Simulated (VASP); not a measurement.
# In2Se3 (P-3m1) in VASP: a series of runs

In2Se3 is run at these levels: r2SCAN+rVV10; tasks: single point.

Everything below comes from runs of VASP 6.6.1. Logs are shortened: lines on timing, memory, paths and dates and some standing lists are left out, and cuts for length are marked.

## Step 1: The cell of the first run

It takes space group P-3m1 (No. 164, trigonal). Conventional cell: a = 3.976 Å, b = 3.976 Å, c = 9.864 Å, α = 90.00°, β = 90.00°, γ = 120.00°. In (site symmetry 3m) has 6 Se at 2.65 to 2.96 Å within 3.5 Å. Within 4.0 Å of Se (site symmetry -3m) lie 6 In at 2.96 Å and 12 Se at 3.93 to 3.98 Å. Within 3.5 Å of Se (site symmetry 3m) lie 3 In at 2.65 Å.

## Step 2: Single point, r2SCAN+rVV10

Contents of POSCAR:

```
In2Se3
1.0
    3.9755386000      0.0000000000      0.0000000000
   -1.9877693000      3.4429174200      0.0000000000
    0.0000000000      0.0000000000      9.8641327600
In Se
2 3
Direct
    0.3333333300      0.6666666700      0.8103707000
    0.6666666700      0.3333333300      0.1896293000
    0.0000000000      0.0000000000      0.0000000000
    0.3333333300      0.6666666700      0.3236547200
    0.6666666700      0.3333333300      0.6763452800
```

Contents of INCAR.step1:

```
SYSTEM = In2Se3
PREC = Accurate
ENCUT = 550
ISMEAR = 0
SIGMA = 0.1
LREAL = .FALSE.
LASPH = .TRUE.
NELM = 120
NBANDS = 30
GGA = PE
ALGO = Normal
EDIFF = 1E-5
LWAVE = .TRUE.
LCHARG = .FALSE.
GGA_COMPAT = .FALSE.
```

Contents of INCAR.step2:

```
SYSTEM = In2Se3
PREC = Accurate
ENCUT = 550
EDIFF = 1E-6
ISMEAR = 0
SIGMA = 0.1
LREAL = .FALSE.
LASPH = .TRUE.
NELM = 120
ALGO = Normal
ISIF = 2
LWAVE = .FALSE.
LCHARG = .FALSE.
METAGGA = R2SCAN
LMIXTAU = .TRUE.
LUSE_VDW = .TRUE.
IVDW_NL = 2
BPARAM = 11.95
CPARAM = 0.0093
NBANDS = 30
ISTART = 1
GGA_COMPAT = .FALSE.
```

Contents of KPOINTS:

```
Automatic mesh
0
G
  6 6 2
  0 0 0
```

Potentials or basis: VASP PAW PBE potentials, release 64 (In_d, Se).

Started as:

```bash
cat potpaw_PBE.64/In_d/POTCAR potpaw_PBE.64/Se/POTCAR > POTCAR
cp INCAR.step1 INCAR
mpirun -np 1 vasp_std > vasp.out
cp INCAR.step2 INCAR
mpirun -np 1 vasp_std > vasp.out
```

OUTCAR:

```text
SYSTEM = In2Se3
   PREC = Accurate
   ENCUT = 550
   EDIFF = 1E-6
   ISMEAR = 0
   LREAL = .FALSE.
   LASPH = .TRUE.
   NELM = 120
   ISIF = 2
   METAGGA = R2SCAN
   IVDW_NL = 2
   BPARAM = 11.95
   ISTART = 1

 ion  position               nearest neighbor table
   1  0.333  0.667  0.810-   5 2.65   5 2.65   5 2.65   3 2.96   3 2.96   3 2.96
   2  0.667  0.333  0.190-   4 2.65   4 2.65   4 2.65   3 2.96   3 2.96   3 2.96
   3  0.000  0.000  0.000-   1 2.96   2 2.96   1 2.96   2 2.96   2 2.96   1 2.96
   4  0.333  0.667  0.324-   2 2.65   2 2.65   2 2.65
   5  0.667  0.333  0.676-   1 2.65   1 2.65   1 2.65

  LATTYP: Found a hexagonal cell.
 ALAT       =     3.9755386000
 C/A-ratio  =     2.4812066370

  Lattice vectors:

 A1 = (   3.9755386000,   0.0000000000,   0.0000000000)
 A2 = (  -1.9877693000,   3.4429174200,   0.0000000000)
 A3 = (   0.0000000000,   0.0000000000,   9.8641327600)

Analysis of symmetry for initial positions (statically):
=====================================================================
 Subroutine PRICEL returns:
 Original cell was already a primitive cell.

 Routine SETGRP: Setting up the symmetry group for a
 hexagonal supercell.

 Subroutine GETGRP returns: Found 12 space group operations
 (whereof 12 operations were pure point group operations)
 out of a pool of 24 trial point group operations.

The static configuration has the point symmetry D_3d.

Analysis of symmetry for dynamics (positions and initial velocities):
=====================================================================
 Subroutine PRICEL returns:
 Original cell was already a primitive cell.

 Routine SETGRP: Setting up the symmetry group for a
 hexagonal supercell.

 Subroutine GETGRP returns: Found 12 space group operations
 (whereof 12 operations were pure point group operations)
 out of a pool of 24 trial point group operations.

The dynamic configuration has the point symmetry D_3d.

 Subroutine INISYM returns: Found 12 space group operations
 (whereof 12 operations are pure point group operations),
 and found     1 'primitive' translations

----------------------------------------------------------------------------------------

                                     Primitive cell

  volume of cell :     135.0148

  direct lattice vectors                    reciprocal lattice vectors
     3.975538600  0.000000000  0.000000000     0.251538244  0.145225673  0.000000000
    -1.987769300  3.442917420  0.000000000     0.000000000  0.290451346  0.000000000
     0.000000000  0.000000000  9.864132760     0.000000000  0.000000000  0.101377387

  length of vectors
     3.975538600  3.975538599  9.864132760     0.290451346  0.290451346  0.101377387

  position of ions in fractional coordinates (direct lattice)
     0.333333330  0.666666670  0.810370700
     0.666666670  0.333333330  0.189629300
     0.000000000  0.000000000  0.000000000
     0.333333330  0.666666670  0.323654720
     0.666666670  0.333333330  0.676345280

  ion indices of the primitive-cell ions
   primitive index   ion index
                 1           1
                 2           2
                 3           3
                 4           4
                 5           5

----------------------------------------------------------------------------------------

 KPOINTS: Automatic mesh

Automatic generation of k-mesh.
 Grid dimensions read from file:
 generate k-points for:    6    6    2

 Generating k-lattice:

  Cartesian coordinates                     Fractional coordinates (reciprocal lattice)
     0.041923041  0.024204279  0.000000000     0.166666667  0.000000000  0.000000000
     0.000000000  0.048408558  0.000000000     0.000000000  0.166666667  0.000000000
     0.000000000  0.000000000  0.050688693     0.000000000  0.000000000  0.500000000

  Length of vectors
     0.048408558  0.048408558  0.050688693

  Shift w.r.t. Gamma in fractional coordinates (k-lattice)
     0.000000000  0.000000000  0.000000000

 Subroutine IBZKPT returns following result:
 ===========================================

 Found     14 irreducible k-points:

 Following reciprocal coordinates:
            Coordinates               Weight
  0.000000  0.000000  0.000000      1.000000
  0.166667 -0.000000  0.000000      6.000000
  0.333333  0.000000  0.000000      6.000000
  0.500000  0.000000  0.000000      3.000000
  0.166667  0.166667  0.000000      6.000000
  0.333333  0.166667  0.000000     12.000000
  0.333333  0.333333  0.000000      2.000000
  0.000000  0.000000  0.500000      1.000000
  0.166667 -0.000000  0.500000      6.000000
  0.333333  0.000000  0.500000      6.000000
  0.500000  0.000000  0.500000      3.000000
  0.166667  0.166667  0.500000      6.000000
  0.333333  0.166667  0.500000     12.000000
  0.333333  0.333333  0.500000      2.000000
   k-points           NKPTS =     14   k-points in BZ     NKDIM =     14   number of bands    NBANDS=     30
   number of dos      NEDOS =    301   number of ions     NIONS =      5
   total plane-waves  NPLWV =  72000
   dimension x,y,z NGX =    30 NGY =   30 NGZ =   80
   dimension x,y,z NGXF=    60 NGYF=   60 NGZF=  160
   ions per type =               2   3
   NGX,Y,Z   is equivalent  to a cutoff of  12.55, 12.55, 13.48 a.u.
   NGXF,Y,Z  is equivalent  to a cutoff of  25.09, 25.09, 26.97 a.u.
 SYSTEM =  In2Se3
   PREC   = accura    normal or accurate (medium, high low for compatibility)
   ISTART =      1    job   : 0-new  1-cont  2-samecut
   ICHARG =      0    charge: 1-file 2-atom 10-const
   ISPIN  =      1    spin polarized calculation?
   LNONCOLLINEAR =      F non collinear calculations
   LSORBIT =      F    spin-orbit coupling
   LASPH  =      T    aspherical Exc in radial PAW
   ENCUT  =  550.0 eV  40.42 Ry    6.36 a.u.   7.60  7.60 18.86*2*pi/ulx,y,z
   NELM   =    120;   NELMIN=  2; NELMDL=  0     # of ELM steps
   EDIFF  = 0.1E-05   stopping-criterion for ELM
   LREAL  =      F    real-space projection
[... 7 lines left out ...]
   TEBEG  =    0.0;   TEEND  =   0.0 temperature during run
   PSTRESS=    0.0 pullay stress
   NELECT =      44.0000    total number of electrons
   NUPDOWN=      -1.0000    fix difference up-down
   EMIN   =  10.00;   EMAX   =-10.00  energy-range for DOS
   EFERMI =   0.00;   METHOD = LEGACY
   ISMEAR =     0;   SIGMA  =   0.10  broadening in eV -4-tet -1-fermi 0-gaus
   EFERMI_NEDOS =   21; number of points for ismear=-14 and -15
   IALGO  =     38    algorithm
   IMIX   =      4    mixing-type and parameters
     AMIX     =   0.40;   BMIX     =  1.00
     AMIX_MAG =   1.60;   BMIX_MAG =  1.00
  volume/ion in A,a.u.               =      27.00       182.23
  Fermi-wavevector in a.u.,A,eV,Ry     =   1.126588  2.128943 17.268530  1.269201
  Thomas-Fermi vector in A             =   2.263271
   LORBIT       =      0    0 simple, 1 ext, 2 COOP (PROOUT), +10 PAW based schemes
   METAGGA = R2SCAN    functional components
   LHFCALC =     F    Hartree Fock is set to
   AEXX    =    0.0000 exact exchange contribution
   IVDW_NL    =     2    kernel type
   BPARAM     =11.9500
   IVDW    =     0    specifies the selected vdW correction
   LEPSILON=     F    determine dielectric tensor
   LRPA    =     F    only Hartree local field effects (RPA)
 non-spin polarized calculation
 Gauss-broadening in eV      SIGMA  =   0.10
  energy-cutoff  :      550.00
  volume of cell :      135.01
 maximum number of plane-waves:      3986
   NGX = 15   NGY = 15   NGZ = 37

 number of electron      43.9999992 magnetization

 Free energy of the ion-electron system (eV)
  ---------------------------------------------------
  ext. energy  EPLUGINS =         0.00000000
  ---------------------------------------------------
  free energy    TOTEN  =       -90.13147559 eV

  energy without entropy =      -90.13144940  energy(sigma->0) =      -90.13146249

 E-fermi :   3.4421     XC(G=0):  -9.7600

 val. band max:        3.1999556529   @ k =   0.1667   0.1667   0.0000
 cond. band min:       3.6705167975   @ k =   0.5000   0.0000   0.0000
 fundamental gap:      0.4705611447
 Fermi energy:         3.4421117636

 k-point     1 :       0.0000    0.0000    0.0000
  band No.  band energies     occupation
      1     -11.2610      2.00000
      2     -11.2610      2.00000
      3     -11.2485      2.00000
      4     -11.2485      2.00000
      5     -11.2302      2.00000
      6     -11.2302      2.00000
[... 22 lines left out ...]
     29       9.9827      0.00000
     30       9.9827      0.00000

 k-point     2 :       0.1667   -0.0000    0.0000
  band No.  band energies     occupation
      1     -11.3972      2.00000
      2     -11.3606      2.00000
      3     -11.2508      2.00000
      4     -11.2388      2.00000
      5     -11.1907      2.00000
      6     -11.1897      2.00000
[... 22 lines left out ...]
     29      10.5107      0.00000
     30      10.6548      0.00000

 k-point     3 :       0.3333    0.0000    0.0000
  band No.  band energies     occupation
      1     -11.5887      2.00000
      2     -11.5050      2.00000
      3     -11.2429      2.00000
      4     -11.2254      2.00000
      5     -11.1865      2.00000
      6     -11.1661      2.00000
[... 22 lines left out ...]
     29       9.8975      0.00000
     30      11.2427      0.00000

 k-point     4 :       0.5000    0.0000    0.0000
  band No.  band energies     occupation
      1     -11.6686      2.00000
      2     -11.5650      2.00000
      3     -11.2434      2.00000
      4     -11.2217      2.00000
      5     -11.1929      2.00000
      6     -11.1696      2.00000
[... 286 lines left out ...]
     29      10.6361      0.00000
     30      10.6818      0.00000

 k-point    13 :       0.3333    0.1667    0.5000
  band No.  band energies     occupation
      1     -11.6117      2.00000
      2     -11.5482      2.00000
      3     -11.3234      2.00000
      4     -11.2399      2.00000
      5     -11.1704      2.00000
      6     -11.1519      2.00000
[... 22 lines left out ...]
     29      10.4890      0.00000
     30      11.0628      0.00000

 k-point    14 :       0.3333    0.3333    0.5000
  band No.  band energies     occupation
      1     -11.5595      2.00000
      2     -11.5595      2.00000
      3     -11.4318      2.00000
      4     -11.2557      2.00000
      5     -11.1414      2.00000
      6     -11.1414      2.00000
[... 22 lines left out ...]
     29      11.3013      0.00000
     30      11.3013      0.00000

------------------------ aborting loop because EDIFF is reached ----------------------------------------

  FORCE on cell =-STRESS in cart. coord.  units (eV):
  Direction    XX          YY          ZZ          XY          YZ          ZX
  --------------------------------------------------------------------------------------
  -------------------------------------------------------------------------------------
  Total       -0.5293036     -0.5293036     -0.5878074      0.0000000      0.0000000      0.0000000
  in kB       -6.2810750     -6.2810750     -6.9753206      0.0000000      0.0000000      0.0000000
  external PRESSURE =      -6.5124902 kB  Pullay stress =       0.0000000 kB

 VOLUME and BASIS-vectors are now :
 -----------------------------------------------------------------------------
  energy-cutoff  :      550.00
  volume of cell :      135.01
      direct lattice vectors                 reciprocal lattice vectors
     3.975538600  0.000000000  0.000000000     0.251538244  0.145225673  0.000000000
    -1.987769300  3.442917420  0.000000000     0.000000000  0.290451346  0.000000000
     0.000000000  0.000000000  9.864132760     0.000000000  0.000000000  0.101377387

 POSITION                                       TOTAL-FORCE (eV/Angst)
 -----------------------------------------------------------------------------------
     -0.00000      2.29528      7.99360        -0.000000      0.000000      0.031660
      1.98777      1.14764      1.87053        -0.000000     -0.000000     -0.031660
      0.00000      0.00000      0.00000        -0.000000      0.000000      0.000000
     -0.00000      2.29528      3.19257         0.000000     -0.000000      0.043362
      1.98777      1.14764      6.67156        -0.000000      0.000000     -0.043362
 -----------------------------------------------------------------------------------
    total drift:                               -0.000000     -0.000000     -0.000000

  FREE ENERGIE OF THE ION-ELECTRON SYSTEM (eV)
  ---------------------------------------------------
  free  energy   TOTEN  =       -90.1314755896 eV

  energy  without entropy=      -90.1314493996  energy(sigma->0) =      -90.13146249
```

Run time: 11 min. Hardware: 1 thread of Oxide Virtual Turin-like, shared host; peak memory 0.54 GiB.

Results:

```
Free energy            : -90.1315 eV
Pressure               : -0.7 GPa
Largest force          : 0.043 eV/Å
Band gap on the k mesh : 0.47 eV (least direct gap 0.86 eV)
```

Forces on the atoms (eV/Å):
```
In   0.000  0.000  0.032
In   0.000  0.000 -0.032
Se   0.000  0.000  0.000
Se   0.000  0.000  0.043
Se   0.000  0.000 -0.043
```

Levels at points of the mesh, in eV from the valence-band top:
```
           k point  band 20  band 21  band 22  band 23  band 24  band 25
(0.00, 0.00, 0.00)    -0.15    -0.15    -0.15     1.44     3.42     3.75
(0.50, 0.00, 0.00)    -1.29    -0.64    -0.39     0.47     3.31     4.52
(0.00, 0.00, 0.50)    -0.25    -0.22    -0.22     2.43     3.06     3.68
(0.50, 0.00, 0.50)    -1.42    -0.28    -0.16     0.86     2.88     4.14
```

Caveat: semilocal functionals underestimate gaps, and a narrow one can read as zero; the PAW data sets were made with another functional, which shifts forces and pressure a little; spin-orbit coupling is left out, which moves the levels of the heavy elements.

## Step 3: Single point, r2SCAN+rVV10

This run uses another cell than the first one, of 25.86 Å³/atom.

Contents of POSCAR:

```
In2Se3
1.0
    3.9552236751      0.0000000000      0.0000000000
   -1.9776118376      3.4253241803      0.0000000000
    0.0000000000      0.0000000000      9.5446971083
In Se
2 3
Direct
    0.3333333333      0.6666666667      0.8052421950
    0.6666666667      0.3333333333      0.1947578050
    0.0000000000      0.0000000000      0.0000000000
    0.3333333333      0.6666666667      0.3339877405
    0.6666666667      0.3333333333      0.6660122595
```

Contents of INCAR.step1:

```
ALGO = Normal ; EDIFF = 1E-5
ENCUT = 550 ; GGA = PE
GGA_COMPAT = False ; ISMEAR = 0
LASPH = True ; LCHARG = False
LREAL = False ; LWAVE = True
NBANDS = 30 ; NELM = 120
PREC = Accurate ; SIGMA = 0.02
```

Contents of INCAR.step2:

```
ALGO = Normal ; BPARAM = 11.95
CPARAM = 0.0093 ; EDIFF = 1E-6
ENCUT = 550 ; GGA_COMPAT = False
ISIF = 2 ; ISMEAR = 0
ISTART = 1 ; IVDW_NL = 2
LASPH = True ; LCHARG = False
LMIXTAU = True ; LREAL = False
LUSE_VDW = True ; LWAVE = False
METAGGA = R2SCAN ; NBANDS = 30
NELM = 120 ; PREC = Accurate
SIGMA = 0.02
```

Contents of KPOINTS:

```
k-points
0
Gamma
  12 12 4
```

Potentials or basis: VASP PAW PBE potentials, release 64 (In_d, Se).

Started as:

```bash
cat potpaw_PBE.64/In_d/POTCAR potpaw_PBE.64/Se/POTCAR > POTCAR
cp INCAR.step1 INCAR
mpirun -np 1 vasp_std > vasp.out
cp INCAR.step2 INCAR
mpirun -np 1 vasp_std > vasp.out
```

OUTCAR:

```text
BPARAM = 11.95
   EDIFF = 1E-6
   ENCUT = 550
   ISIF = 2
   ISMEAR = 0
   ISTART = 1
   IVDW_NL = 2
   LASPH = True
   LREAL = False
   METAGGA = R2SCAN
   NELM = 120
   PREC = Accurate

 ion  position               nearest neighbor table
   1  0.333  0.667  0.805-   5 2.64   5 2.64   5 2.64   3 2.94   3 2.94   3 2.94
   2  0.667  0.333  0.195-   4 2.64   4 2.64   4 2.64   3 2.94   3 2.94   3 2.94
   3  0.000  0.000  0.000-   1 2.94   2 2.94   2 2.94   1 2.94   2 2.94   1 2.94
[... 1000 lines left out ...]
  --------------------------------------------------------------------------------------
  -------------------------------------------------------------------------------------
  Total        0.2161836      0.2161836      0.1789093     -0.0000000      0.0000000      0.0000000
  in kB        2.6785419      2.6785419      2.2167091     -0.0000000      0.0000000      0.0000000
  external PRESSURE =       2.5245977 kB  Pullay stress =       0.0000000 kB

 VOLUME and BASIS-vectors are now :
 -----------------------------------------------------------------------------
  energy-cutoff  :      550.00
  volume of cell :      129.31
      direct lattice vectors                 reciprocal lattice vectors
     3.955223675  0.000000000  0.000000000     0.252830202  0.145971585  0.000000000
    -1.977611838  3.425324180  0.000000000     0.000000000  0.291943170  0.000000000
     0.000000000  0.000000000  9.544697108     0.000000000  0.000000000  0.104770218

 POSITION                                       TOTAL-FORCE (eV/Angst)
 -----------------------------------------------------------------------------------
     -0.00000      2.28355      7.68579         0.000000      0.000000     -0.009077
      1.97761      1.14177      1.85890        -0.000000      0.000000      0.009077
      0.00000      0.00000      0.00000        -0.000000      0.000000      0.000000
     -0.00000      2.28355      3.18781        -0.000000     -0.000000      0.020508
      1.97761      1.14177      6.35689         0.000000      0.000000     -0.020508
 -----------------------------------------------------------------------------------
    total drift:                                0.000000      0.000000     -0.000000

  FREE ENERGIE OF THE ION-ELECTRON SYSTEM (eV)
  ---------------------------------------------------
  free  energy   TOTEN  =       -90.1600715596 eV

  energy  without entropy=      -90.1600715596  energy(sigma->0) =      -90.16007156
```

OSZICAR.step1:

```text
N       E                     dE             d eps       ncg     rms          rms(c)
DAV:   1     0.404556552722E+03    0.40456E+03   -0.20743E+04  4140   0.168E+03
DAV:   2     0.338479649136E+02   -0.37071E+03   -0.35761E+03  4170   0.417E+02
DAV:   3    -0.161710235511E+02   -0.50019E+02   -0.48527E+02  5304   0.153E+02
DAV:   4    -0.185788683698E+02   -0.24078E+01   -0.24000E+01  5038   0.330E+01
DAV:   5    -0.186546484595E+02   -0.75780E-01   -0.75767E-01  5884   0.635E+00    0.749E+00
DAV:   6    -0.179853874494E+02    0.66926E+00   -0.11431E+00  5840   0.202E+01    0.446E+00
DAV:   7    -0.179553369798E+02    0.30050E-01   -0.59554E-01  6186   0.574E+00    0.127E+00
DAV:   8    -0.179525634844E+02    0.27735E-02   -0.61881E-02  6244   0.290E+00    0.707E-01
DAV:   9    -0.179535833318E+02   -0.10198E-02   -0.62222E-03  5544   0.609E-01    0.141E-01
DAV:  10    -0.179537105523E+02   -0.12722E-03   -0.53154E-04  6390   0.179E-01    0.815E-02
DAV:  11    -0.179537759327E+02   -0.65380E-04   -0.14871E-04  5516   0.103E-01    0.145E-02
DAV:  12    -0.179537781700E+02   -0.22373E-05   -0.16884E-05  3722   0.349E-02
   1 F= -.17953778E+02 E0= -.17953701E+02  d E =-.154935E-03
```

Wall time 40 min (1 thread of Oxide Virtual Turin-like, shared host); peak memory 0.68 GiB.

What came out:

```yaml
Free_energy: -90.1601 eV
Pressure: 0.3 GPa
Largest_force: 0.021 eV/Å
Band_gap_on_the_k_mesh: 0.28 eV (least direct gap 0.82 eV)
```

Forces in eV/Å, atoms in the order of the input:
```
In   0.000  0.000 -0.009
In   0.000  0.000  0.009
Se   0.000  0.000  0.000
Se   0.000  0.000  0.021
Se   0.000  0.000 -0.021
```

Caveat: semilocal functionals underestimate gaps, and a narrow one can read as zero; the PAW data sets were made with another functional, which shifts forces and pressure a little; spin-orbit coupling is left out, which moves the levels of the heavy elements.
